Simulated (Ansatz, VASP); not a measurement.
**LiH: VASP beside Ansatz**

```
Li H
1.0
     0.00000    1.95120    1.86990
     1.95120    0.00000    1.86990
     1.95120    1.95120    0.00000
Li H
1 1
Direct
  0.00000 0.00000 0.00000
  0.50000 0.50000 0.50000
```

Change from the starting cell: strain -0.040 along x and y, -0.080 along z, atoms carried along.

Alike in both runs: task single point; functional PBE; k mesh 10 × 10 × 10; occupations gaussian, width 0.05 eV; no spin polarisation.

|  | VASP | Ansatz |
| --- | --- | --- |
| version | VASP 6.6.1 | Ansatz 0.2.0 |
| potentials or method | VASP PAW PBE potentials, release 64 (Li_sv, H), cutoff 520 eV | scalar-relativistic, plane waves, PAW |
| valence electrons in the cell | 4 | 4 |

```csv
,VASP,Ansatz,Ansatz less VASP
gap on the k mesh at the Fermi level (eV),2.45,2.45,+0.004
least direct gap on the mesh (eV),2.78,2.79,+0.006
```

Noted on VASP's run: the cutoff is short for stress, so the pressure is rough.
